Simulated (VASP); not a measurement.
Set up this calculation in VASP 6.6.1, as the native input.

```
Task                   : single point
Functional             : r2SCAN
Potentials or basis    : VASP PAW PBE potentials, release 64 (Al)
Cutoff                 : 520 eV
k mesh                 : 16 × 16 × 16
Occupations            : fermi-dirac, width 0.1 eV
Spin                   : no spin polarisation
Dipole correction      : no
Further INCAR settings : ALGO = Normal; EDIFF = 1e-07; NBANDS = 8
```

Crystal: Al.

```xyz
1
Lattice="-1.5738 1.5738 1.5738 1.5738 -1.5738 1.5738 1.5738 1.5738 -1.5738" Properties=species:S:1:pos:R:3 pbc="T T T"
Al    0.0000    0.0000    0.0000
```

This cell differs from its parent crystal: volume scaled by 0.96.

One way to write it, as run:

POSCAR

```
Al
1.0
   -1.5738203487      1.5738203487      1.5738203487
    1.5738203487     -1.5738203487      1.5738203487
    1.5738203487      1.5738203487     -1.5738203487
Al
1
Direct
    0.0000000000      0.0000000000      0.0000000000
```

INCAR.step1

```
SYSTEM = Al
PREC     = Accurate       ! precision mode
ENCUT    = 520            ! plane-wave cutoff, eV
ISMEAR   = -1             ! smearing method
SIGMA    = 0.1            ! smearing width, eV
LREAL    = .False.        ! projectors in reciprocal space
LASPH    = .True.         ! aspherical terms in the spheres
NELM     = 60             ! most SCF steps
NBANDS   = 8              ! bands
GGA      = PE             ! functional
ALGO     = Normal         ! electronic algorithm
EDIFF    = 1E-4           ! SCF threshold, eV
LWAVE    = .True.         ! write WAVECAR
LCHARG   = .False.        ! write CHGCAR
```

INCAR.step2

```
SYSTEM = Al
PREC     = Accurate       ! precision mode
ENCUT    = 520            ! plane-wave cutoff, eV
EDIFF    = 1E-7           ! SCF threshold, eV
ISMEAR   = -1             ! smearing method
SIGMA    = 0.1            ! smearing width, eV
LREAL    = .False.        ! projectors in reciprocal space
LASPH    = .True.         ! aspherical terms in the spheres
NELM     = 60             ! most SCF steps
ALGO     = Normal         ! electronic algorithm
ISIF     = 2              ! what is computed and relaxed
LWAVE    = .False.        ! write WAVECAR
LCHARG   = .True.         ! write CHGCAR
METAGGA  = R2SCAN         ! meta-GGA
LMIXTAU  = .True.       
LELF     = .True.         ! ELF
LVHAR    = .True.       
NBANDS   = 8              ! bands
ISTART   = 1
```

KPOINTS

```
Automatic mesh
0
Gamma
  16 16 16
  0 0 0
```

Potentials or basis: VASP PAW PBE potentials, release 64 (Al).

Run with:

```sh
$ cat potpaw_PBE.64/Al/POTCAR > POTCAR
$ cp INCAR.step1 INCAR
$ mpirun -np 1 vasp_std > vasp.out
$ cp INCAR.step2 INCAR
$ mpirun -np 1 vasp_std > vasp.out
```

Results of the run:

The pressure is 3.0 GPa.

Caveat: the PAW data sets were made with another functional, which shifts forces and pressure a little.

It took 44 s on 1 thread of Intel(R) Xeon(R) Platinum 8259CL CPU @ 2.50GHz (Skylake/Cascade Lake), on a shared host, peak memory 0.13 GiB.
